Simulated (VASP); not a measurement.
**LiH: relaxation of cell and atoms with PBE**

LiH:

```xyz
2
Lattice="2.6370 0.0000 0.0000 -1.3185 2.2837 0.0000 0.0000 0.0000 2.5539" Properties=species:S:1:pos:R:3 pbc="T T T"
Li    1.3185    0.7612    0.0000
H     0.0000    0.0000    1.2769
```

The cell was built from a structure type or drawn by symmetry, and may not be a known phase.

```json
{"Program": "VASP 6.6.1", "Task": "relaxation of cell and atoms", "Functional": "PBE", "Potentials or basis": "VASP PAW PBE potentials, release 64 (Li_sv, H)", "Cutoff": "600 eV", "k mesh": "12 × 12 × 10", "Occupations": "gaussian, width 0.02 eV", "Spin": "no spin polarisation", "Dipole correction": "no", "Further INCAR settings": "ALGO = Normal; EDIFF = 1e-06; IBRION = 2; EDIFFG = -0.01; NSW = 100; ISIF = 3"}
```

```yaml
Relaxed_volume: 8.29 Å³/atom
Relaxed_cell: a = 2.751 Å, b = 2.751 Å, c = 2.530 Å, α = 90.00°, β = 90.00°, γ = 120.00°
Space_group_after_relaxing_to_0.1_Å: P-6m2 (No. 187)
Energy_gained_by_relaxing: 12.8 meV/atom
Ionic_steps: 6
Pressure_after_relaxing: 0.0 GPa
Band_gap_on_the_k_mesh: 1.86 eV (least direct gap 4.86 eV)
```

The path:
| step | energy change (eV) | largest force (eV/Å) | pressure (GPa) | volume (Å³) |
| --- | --- | --- | --- | --- |
| 1 | 0.0000 | 0.0000 | 2.64 | 15.38 |
| 2 | -0.0152 | 0.0000 | 1.99 | 15.66 |
| 3 | -0.0232 | 0.0000 | 0.99 | 16.16 |
| 4 | -0.0235 | 0.0000 | 1.13 | 16.08 |
| 5 | -0.0248 | 0.0000 | 0.67 | 16.28 |
| 6 | -0.0256 | 0.0000 | 0.02 | 16.58 |

Final structure:
```xyz
2
Lattice="2.7508 0.0000 0.0000 -1.3754 2.3823 0.0000 0.0000 0.0000 2.5302" Properties=species:S:1:pos:R:3 pbc="T T T"
Li    1.3754    0.7941    0.0000
H     0.0000    0.0000    1.2651
```

Levels at points of the mesh, in eV from the valence-band top:
```csv
k point,band 1,band 2,band 3,band 4,band 5,band 6
"(0.00, 0.00, 0.00)",-46.05,-6.83,12.75,13.59,15.27,15.27
"(0.50, 0.00, 0.00)",-46.01,-4.05,2.25,10.43,12.82,18.21
"(0.00, 0.00, 0.50)",-46.00,-4.75,2.55,14.60,18.91,18.91
"(0.50, 0.00, 0.50)",-45.97,-0.77,4.08,4.59,10.40,14.88
```

Run time: 19 s on 1 thread of Intel(R) Xeon(R) Platinum 8488C (Sapphire Rapids), on a shared host, peak memory 0.13 GiB.

Caveat: the cutoff is under 1.25 times the usual one of these potentials, so pressure, stress and relaxed cells hold a basis-set (Pulay) error. A k mesh can miss the band edges.
